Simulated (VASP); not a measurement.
# Si2BN (P4/mmm) in VASP: a series of runs

Si2BN is run at these levels: PBE; tasks: single point.

Everything below comes from runs of VASP 6.6.1. Logs are shortened: lines on timing, memory, paths and dates and some standing lists are left out, and cuts for length are marked.

### 1 The cell of the first run

Symmetry: P4/mmm, No. 123, tetragonal system. Conventional cell: a = 2.994 Å, b = 2.994 Å, c = 4.155 Å, α = 90.00°, β = 90.00°, γ = 90.00°. Within 2.8 Å of Si (site symmetry 4/mmm) lie 2 N at 2.08 Å and 4 B at 2.12 Å. Si (site symmetry 4/mmm) has 2 B at 2.08 Å and 4 N at 2.12 Å within 2.8 Å. B (site symmetry 4/mmm) has 6 Si at 2.08 to 2.12 Å within 2.8 Å. N (site symmetry 4/mmm) has 6 Si at 2.08 to 2.12 Å within 2.8 Å.

### 2 Single point, PBE, collinear spin, ferromagnetic start

INCAR reads:

```
SYSTEM = Si2BN
PREC = Accurate
ENCUT = 520
EDIFF = 1E-6
ISMEAR = 0
SIGMA = 0.1
LREAL = .FALSE.
LASPH = .TRUE.
NELM = 150
ALGO = Normal
ISIF = 2
LWAVE = .FALSE.
LCHARG = .FALSE.
ISPIN = 2
MAGMOM = 0 0 0 1
LORBIT = 11
GGA = PE
NBANDS = 20
```

KPOINTS reads:

```
Automatic mesh
0
G
  6 6 4
  0 0 0
```

POSCAR reads:

```
Si2BN
1.0
    2.9943192672      0.0000000000      0.0000000000
    0.0000000000      2.9943192672      0.0000000000
    0.0000000000      0.0000000000      4.1551471840
Si B N
2 1 1
Direct
    0.5000000000      0.5000000000      0.5000000000
    0.0000000000      0.0000000000      0.0000000000
    0.0000000000      0.0000000000      0.5000000000
    0.5000000000      0.5000000000      0.0000000000
```

Potentials or basis: VASP PAW PBE potentials, release 64 (Si, B, N).

Launch:

```bash
> cat potpaw_PBE.64/Si/POTCAR potpaw_PBE.64/B/POTCAR potpaw_PBE.64/N/POTCAR > POTCAR
> mpirun -np 1 vasp_std > vasp.out
```

OUTCAR:

```text
SYSTEM = Si2BN
   PREC = Accurate
   ENCUT = 520
   EDIFF = 1E-6
   ISMEAR = 0
   LREAL = .FALSE.
   LASPH = .TRUE.
   NELM = 150
   ISIF = 2
   ISPIN = 2
   LORBIT = 11
   GGA = PE

 ion  position               nearest neighbor table
   1  0.500  0.500  0.500-   4 2.08   4 2.08   3 2.12   3 2.12   3 2.12   3 2.12   2 2.97   2 2.97
                             2 2.97   2 2.97   2 2.97   2 2.97   2 2.97   2 2.97
   2  0.000  0.000  0.000-   3 2.08   3 2.08   4 2.12   4 2.12   4 2.12   4 2.12   1 2.97   1 2.97
                             1 2.97   1 2.97   1 2.97   1 2.97   1 2.97   1 2.97
   3  0.000  0.000  0.500-   2 2.08   2 2.08   1 2.12   1 2.12   1 2.12   1 2.12
   4  0.500  0.500  0.000-   1 2.08   1 2.08   2 2.12   2 2.12   2 2.12   2 2.12

  LATTYP: Found a simple tetragonal cell.
 ALAT       =     2.9943192672
 C/A-ratio  =     1.3876767349

  Lattice vectors:

 A1 = (   2.9943192672,   0.0000000000,   0.0000000000)
 A2 = (   0.0000000000,   2.9943192672,   0.0000000000)
 A3 = (   0.0000000000,   0.0000000000,   4.1551471840)

Analysis of symmetry for initial positions (statically):
=====================================================================
 Subroutine PRICEL returns:
 Original cell was already a primitive cell.

 Routine SETGRP: Setting up the symmetry group for a
 simple tetragonal supercell.

 Subroutine GETGRP returns: Found 16 space group operations
 (whereof 16 operations were pure point group operations)
 out of a pool of 16 trial point group operations.

The static configuration has the point symmetry D_4h.

Analysis of symmetry for dynamics (positions and initial velocities):
=====================================================================
 Subroutine PRICEL returns:
 Original cell was already a primitive cell.

 Routine SETGRP: Setting up the symmetry group for a
 simple tetragonal supercell.

 Subroutine GETGRP returns: Found 16 space group operations
 (whereof 16 operations were pure point group operations)
 out of a pool of 16 trial point group operations.

The dynamic configuration has the point symmetry D_4h.

Analysis of structural, dynamic, and magnetic symmetry:
=====================================================================
 Subroutine PRICEL returns:
 Original cell was already a primitive cell.

 Routine SETGRP: Setting up the symmetry group for a
 simple tetragonal supercell.

 Subroutine GETGRP returns: Found 16 space group operations
 (whereof 16 operations were pure point group operations)
 out of a pool of 16 trial point group operations.

The overall configuration has the point symmetry D_4h.

 Subroutine INISYM returns: Found 16 space group operations
 (whereof 16 operations are pure point group operations),
 and found     1 'primitive' translations

----------------------------------------------------------------------------------------

                                     Primitive cell

  volume of cell :      37.2548

  direct lattice vectors                    reciprocal lattice vectors
     2.994319267  0.000000000  0.000000000     0.333965723  0.000000000  0.000000000
     0.000000000  2.994319267  0.000000000     0.000000000  0.333965723  0.000000000
     0.000000000  0.000000000  4.155147184     0.000000000  0.000000000  0.240665362

  length of vectors
     2.994319267  2.994319267  4.155147184     0.333965723  0.333965723  0.240665362

  position of ions in fractional coordinates (direct lattice)
     0.500000000  0.500000000  0.500000000
     0.000000000  0.000000000  0.000000000
     0.000000000  0.000000000  0.500000000
     0.500000000  0.500000000  0.000000000

  ion indices of the primitive-cell ions
   primitive index   ion index
                 1           1
                 2           2
                 3           3
                 4           4

----------------------------------------------------------------------------------------

 KPOINTS: Automatic mesh

Automatic generation of k-mesh.
 Grid dimensions read from file:
 generate k-points for:    6    6    4

 Generating k-lattice:

  Cartesian coordinates                     Fractional coordinates (reciprocal lattice)
     0.055660954  0.000000000  0.000000000     0.166666667  0.000000000  0.000000000
     0.000000000  0.055660954  0.000000000     0.000000000  0.166666667  0.000000000
     0.000000000  0.000000000  0.060166340     0.000000000  0.000000000  0.250000000

  Length of vectors
     0.055660954  0.055660954  0.060166340

  Shift w.r.t. Gamma in fractional coordinates (k-lattice)
     0.000000000  0.000000000  0.000000000

 Subroutine IBZKPT returns following result:
 ===========================================

 Found     30 irreducible k-points:

 Following reciprocal coordinates:
            Coordinates               Weight
  0.000000  0.000000  0.000000      1.000000
  0.166667  0.000000  0.000000      4.000000
  0.333333  0.000000  0.000000      4.000000
  0.500000  0.000000  0.000000      2.000000
  0.166667  0.166667  0.000000      4.000000
  0.333333  0.166667  0.000000      8.000000
[... 16 lines left out ...]
  0.333333  0.000000  0.500000      4.000000
  0.500000  0.000000  0.500000      2.000000
 [... further k-points ...]
   k-points           NKPTS =     30   k-points in BZ     NKDIM =     30   number of bands    NBANDS=     20
   number of dos      NEDOS =    301   number of ions     NIONS =      4
   total plane-waves  NPLWV =  18432
   dimension x,y,z NGX =    24 NGY =   24 NGZ =   32
   dimension x,y,z NGXF=    48 NGYF=   48 NGZF=   64
   ions per type =               2   1   1
   NGX,Y,Z   is equivalent  to a cutoff of  13.32, 13.32, 12.80 a.u.
   NGXF,Y,Z  is equivalent  to a cutoff of  26.65, 26.65, 25.61 a.u.
 SYSTEM =  Si2BN
   PREC   = accura    normal or accurate (medium, high low for compatibility)
   ISTART =      0    job   : 0-new  1-cont  2-samecut
   ICHARG =      2    charge: 1-file 2-atom 10-const
   ISPIN  =      2    spin polarized calculation?
   LNONCOLLINEAR =      F non collinear calculations
   LSORBIT =      F    spin-orbit coupling
   LASPH  =      T    aspherical Exc in radial PAW
   ENCUT  =  520.0 eV  38.22 Ry    6.18 a.u.   5.57  5.57  7.73*2*pi/ulx,y,z
   NELM   =    150;   NELMIN=  2; NELMDL= -5     # of ELM steps
   EDIFF  = 0.1E-05   stopping-criterion for ELM
   LREAL  =      F    real-space projection
   EDIFFG = 0.1E-04   stopping-criterion for IOM
   NSW    =      0    number of steps for IOM
   IBRION =     -1    ionic relax: 0-MD 1-quasi-New 2-CG
   NFREE  =      0    steps in history (QN), initial steepest desc. (CG)
   ISIF   =      2    stress and relaxation
   ISYM   =      2    0-nonsym 1-usesym 2-fastsym
   POTIM  = 0.5000    time-step for ionic-motion
   TEBEG  =    0.0;   TEEND  =   0.0 temperature during run
   PSTRESS=    0.0 pullay stress
   NELECT =      16.0000    total number of electrons
   NUPDOWN=      -1.0000    fix difference up-down
   EMIN   =  10.00;   EMAX   =-10.00  energy-range for DOS
   EFERMI =   0.00;   METHOD = LEGACY
   ISMEAR =     0;   SIGMA  =   0.10  broadening in eV -4-tet -1-fermi 0-gaus
   EFERMI_NEDOS =   21; number of points for ismear=-14 and -15
   IALGO  =     38    algorithm
   IMIX   =      4    mixing-type and parameters
     AMIX     =   0.40;   BMIX     =  1.00
     AMIX_MAG =   1.60;   BMIX_MAG =  1.00
  volume/ion in A,a.u.               =       9.31        62.85
  Fermi-wavevector in a.u.,A,eV,Ry     =   1.235153  2.334100 20.757075  1.525602
  Thomas-Fermi vector in A             =   2.369814
   LORBIT       =     11    0 simple, 1 ext, 2 COOP (PROOUT), +10 PAW based schemes
   GGA     = PE    functional components
   LHFCALC =     F    Hartree Fock is set to
   AEXX    =    0.0000 exact exchange contribution
   IVDW    =     0    specifies the selected vdW correction
   LEPSILON=     F    determine dielectric tensor
   LRPA    =     F    only Hartree local field effects (RPA)
 spin polarized calculation
 Gauss-broadening in eV      SIGMA  =   0.10
  energy-cutoff  :      520.00
  volume of cell :       37.25
 maximum number of plane-waves:      1023
 NGX is ok and might be reduce to    24
   NGX = 11   NGY = 11   NGZ = 15

 number of electron      16.0000000 magnetization       0.0010953

 number of electron      16.0000000 magnetization      -0.0000108

 Free energy of the ion-electron system (eV)
  ---------------------------------------------------
  ext. energy  EPLUGINS =         0.00000000
  ---------------------------------------------------
  free energy    TOTEN  =       -24.89884149 eV

  energy without entropy =      -24.89436380  energy(sigma->0) =      -24.89660264

 E-fermi :  10.9892     XC(G=0): -12.1141

 val. band max:       10.5804368496   @ k =   0.1667   0.0000   0.2500
 cond. band min:      10.9914276308   @ k =   0.3333   0.0000   0.5000
 fundamental gap:      0.4109907812
 Fermi energy:        10.9892442006

 spin component 1

 k-point     1 :       0.0000    0.0000    0.0000
  band No.  band energies     occupation
      1      -7.7747      1.00000
      2      -0.2953      1.00000
      3       1.6735      1.00000
      4       5.8884      1.00000
      5       5.8884      1.00000
      6       7.8459      1.00000
[... 541 lines left out ...]
     19      26.7261      0.00000
     20      27.9243      0.00000

 [... further k-points ...]

 spin component 2

 k-point     1 :       0.0000    0.0000    0.0000
  band No.  band energies     occupation
      1      -7.7747      1.00000
      2      -0.2953      1.00000
      3       1.6735      1.00000
      4       5.8885      1.00000
      5       5.8885      1.00000
      6       7.8459      1.00000
[... 541 lines left out ...]
     19      26.7260      0.00000
     20      27.9243      0.00000

 [... further k-points ...]

------------------------ aborting loop because EDIFF is reached ----------------------------------------

  FORCE on cell =-STRESS in cart. coord.  units (eV):
  Direction    XX          YY          ZZ          XY          YZ          ZX
  --------------------------------------------------------------------------------------
  -------------------------------------------------------------------------------------
  Total       -0.0469095     -0.0469095      0.0426931      0.0000000     -0.0000000     -0.0000000
  in kB       -2.0173840     -2.0173840      1.8360538      0.0000000     -0.0000000     -0.0000000
  external PRESSURE =      -0.7329047 kB  Pullay stress =       0.0000000 kB

 VOLUME and BASIS-vectors are now :
 -----------------------------------------------------------------------------
  energy-cutoff  :      520.00
  volume of cell :       37.25
      direct lattice vectors                 reciprocal lattice vectors
     2.994319267  0.000000000  0.000000000     0.333965723  0.000000000  0.000000000
     0.000000000  2.994319267  0.000000000     0.000000000  0.333965723  0.000000000
     0.000000000  0.000000000  4.155147184     0.000000000  0.000000000  0.240665362

 POSITION                                       TOTAL-FORCE (eV/Angst)
 -----------------------------------------------------------------------------------
      1.49716      1.49716      2.07757         0.000000      0.000000      0.000000
      0.00000      0.00000      0.00000         0.000000      0.000000      0.000000
      0.00000      0.00000      2.07757         0.000000      0.000000      0.000000
      1.49716      1.49716      0.00000         0.000000      0.000000      0.000000
 -----------------------------------------------------------------------------------
    total drift:                                0.000000     -0.000000     -0.000000

  FREE ENERGIE OF THE ION-ELECTRON SYSTEM (eV)
  ---------------------------------------------------
  free  energy   TOTEN  =       -24.8988414881 eV

  energy  without entropy=      -24.8943638008  energy(sigma->0) =      -24.89660264

 total charge

# of ion       s       p       d       tot
------------------------------------------
    1        0.764   0.793   0.000   1.558
    2        0.735   0.730   0.000   1.466
    3        0.704   1.312   0.000   2.016
    4        1.254   2.463   0.000   3.717
--------------------------------------------------
tot          3.458   5.299   0.000   8.757

 magnetization (x)

# of ion       s       p       d       tot
------------------------------------------
    1        0.000  -0.000   0.000   0.000
    2        0.000   0.000   0.000   0.000
    3        0.000  -0.000   0.000  -0.000
    4       -0.000   0.000   0.000   0.000
--------------------------------------------------
tot          0.000   0.000   0.000   0.000
```

It used 22 s of CPU time on 1 thread of Intel Xeon 6975P-C, with other jobs on the host.

Results:

```yaml
Free_energy: -24.8988 eV
Pressure: -0.1 GPa
Band_gap_on_the_k_mesh: zero (filled and empty bands overlap)
Net_moment: 0.00 μB per cell
Valence_electrons_inside_the_program's_atomic_spheres: Si 1.56, 1.47; B 2.02; N 3.72
```

Caveat: the k points lie up to 0.38 Å⁻¹ apart.

### 3 Single point, PBE, collinear spin, ferromagnetic start

This run uses another cell than the first one, of 14.27 Å³/atom, 1.532 times its volume.

INCAR is that of step 2.

KPOINTS reads:

```
regular mesh
0
G
  4 4 6
  0 0 0
```

POSCAR reads:

```
Si2BN
1.0
    4.0590800000      0.0000000000      0.0000000000
    0.0000000000      4.0590800000      0.0000000000
    0.0000000000      0.0000000000      3.4637500800
Si B N
2 1 1
Direct
    0.5000000000      0.5000000000      0.5000000000
    0.0000000000      0.0000000000      0.0000000000
    0.0000000000      0.0000000000      0.5000000000
    0.5000000000      0.5000000000      0.0000000000
```

Potentials or basis: VASP PAW PBE potentials, release 64 (Si, B, N).

Launch:

```bash
> cat potpaw_PBE.64/Si/POTCAR potpaw_PBE.64/B/POTCAR potpaw_PBE.64/N/POTCAR > POTCAR
> mpirun -np 1 vasp_std > vasp.out
```

It used 38 s of CPU time on 1 thread of Intel Xeon 6975P-C, on a shared host.

Results (log left out):

- Free energy: -21.5802 eV
- Pressure: -0.7 GPa
- Band gap on the k mesh: zero (filled and empty bands overlap)
- Net moment: 0.00 μB per cell
- Valence electrons inside the program's atomic spheres: Si 1.44, 1.73; B 2.05; N 3.74

Stress tensor (GPa, compression positive):
```
-10.82   0.00   0.00
  0.00 -10.82   0.00
  0.00   0.00  19.45
```

Levels at points of the mesh, in eV from the Fermi level:
Spin up:
| k point | band 5 | band 6 | band 7 | band 8 | band 9 | band 10 | band 11 | band 12 |
| --- | --- | --- | --- | --- | --- | --- | --- | --- |
| (0.00, 0.00, 0.00) | -4.80 | -3.43 | -1.82 | 0.02 | 0.02 | 2.72 | 3.14 | 5.51 |
| (0.50, 0.00, 0.00) | -3.82 | -3.62 | -3.32 | -1.99 | 0.45 | 2.23 | 5.01 | 5.17 |
| (0.50, 0.50, 0.00) | -6.40 | -3.50 | -1.50 | 0.24 | 0.24 | 3.64 | 4.88 | 4.88 |
| (0.00, 0.00, 0.50) | -3.14 | -3.14 | -1.14 | -1.14 | 2.72 | 2.94 | 2.94 | 4.67 |
| (0.50, 0.00, 0.50) | -2.70 | -2.37 | -1.06 | 0.12 | 0.28 | 1.28 | 1.39 | 1.54 |
| (0.50, 0.50, 0.50) | -4.22 | -4.22 | -3.03 | -3.03 | 2.75 | 2.75 | 2.87 | 5.73 |
Spin down:
```tsv
k point	band 6	band 7	band 8	band 9	band 10	band 11
(0.00, 0.00, 0.00)	-3.43	-1.82	0.02	0.02	2.72	3.14
(0.50, 0.00, 0.00)	-3.62	-3.32	-1.99	0.45	2.23	5.01
(0.50, 0.50, 0.00)	-3.50	-1.50	0.24	0.24	3.64	4.88
(0.00, 0.00, 0.50)	-3.14	-1.14	-1.14	2.72	2.94	2.94
(0.50, 0.00, 0.50)	-2.37	-1.06	0.12	0.28	1.28	1.39
(0.50, 0.50, 0.50)	-4.22	-3.03	-3.03	2.75	2.75	2.87
```

Caveat: the k points lie up to 0.39 Å⁻¹ apart.

### 4 Single point, PBE

This run uses another cell than the first one, of 9.25 Å³/atom, 0.993 times its volume.

INCAR reads:

```
PREC = Accurate
ENCUT = 520
EDIFF = 1E-6
ISMEAR = 0
SIGMA = 0.1
LREAL = F
LASPH = T
NELM = 100
ALGO = Normal
ISIF = 2
LWAVE = F
LCHARG = T
GGA = PE
LELF = T
LVHAR = T
NBANDS = 16
```

KPOINTS reads:

```
regular mesh
0
Gamma
  16 16 12
```

POSCAR reads:

```
Si2BN
1.0
    3.0083800973      0.0000000000      0.0000000000
    0.0000000000      3.0083800973      0.0000000000
    0.0000000000      0.0000000000      4.0876982445
Si B N
2 1 1
Direct
    0.5000000000      0.5000000000      0.5000000000
    0.0000000000      0.0000000000      0.0000000000
    0.0000000000      0.0000000000      0.5000000000
    0.5000000000      0.5000000000      0.0000000000
```

Launch:

```bash
> cat potpaw_PBE.64/Si/POTCAR potpaw_PBE.64/B/POTCAR potpaw_PBE.64/N/POTCAR > POTCAR
> mpirun -np 1 vasp_std > vasp.out
```

It took 1.8 min on 1 thread of Intel Xeon 6975P-C, shared host; peak memory 0.28 GiB.

It converged, with:

- Free energy: -24.8794 eV
- Pressure: 0.1 GPa
- Band gap on the k mesh: zero (band 8 reaches 11.91 eV, above the bottom of band 9 at 8.09 eV)

Levels at points of the mesh, in eV from the Fermi level:
```
           k point  band 4  band 5  band 6  band 7  band 8  band 9  band 10  band 11  band 12  band 13
(0.00, 0.00, 0.00)   -4.98   -4.98   -3.03   -0.88    0.32    0.32     2.52     6.58     8.52     8.52
(0.50, 0.00, 0.00)   -6.75   -5.55   -4.80   -3.52    0.28    2.37     2.48     5.58     6.79     7.28
(0.50, 0.50, 0.00)   -8.70   -5.70   -3.66   -3.66   -3.10   -2.78     0.59     2.85     2.85     9.66
(0.00, 0.00, 0.50)   -4.39   -4.39   -3.34   -1.25   -1.25    2.23     2.38     4.55     4.69     8.80
(0.50, 0.00, 0.50)  -10.06   -3.35   -1.92   -0.76    1.04    1.72     4.22     4.31     4.74     5.18
(0.50, 0.50, 0.50)   -7.94   -6.95   -6.88   -6.50   -6.50    2.05     6.20     6.22     7.30     7.30
```

### 5 Overview

| spin | cell | k mesh | gap on the mesh (eV) | pressure (GPa) | moment (μB) |
| --- | --- | --- | --- | --- | --- |
| collinear, ferromagnetic start | a = 2.994, b = 2.994, c = 4.155 Å, 4 atoms | 6 × 6 × 4 | none | -0.1 | 0.00 |
| collinear, ferromagnetic start | a = 4.059, b = 4.059, c = 3.464 Å, 4 atoms | 4 × 4 × 6 | none | -0.7 | 0.00 |
| off | a = 3.008, b = 3.008, c = 4.088 Å, 4 atoms | 16 × 16 × 12 | none | 0.1 | - |

Alike in all rows: task single point; level PBE; potentials or basis VASP PAW PBE potentials, release 64 (Si, B, N); cutoff (eV) 520; smearing gaussian 0.1 eV.

Caveats: some runs use coarse meshes.

Total energies depend on the potentials used, so only differences within one code and one set of settings carry meaning.
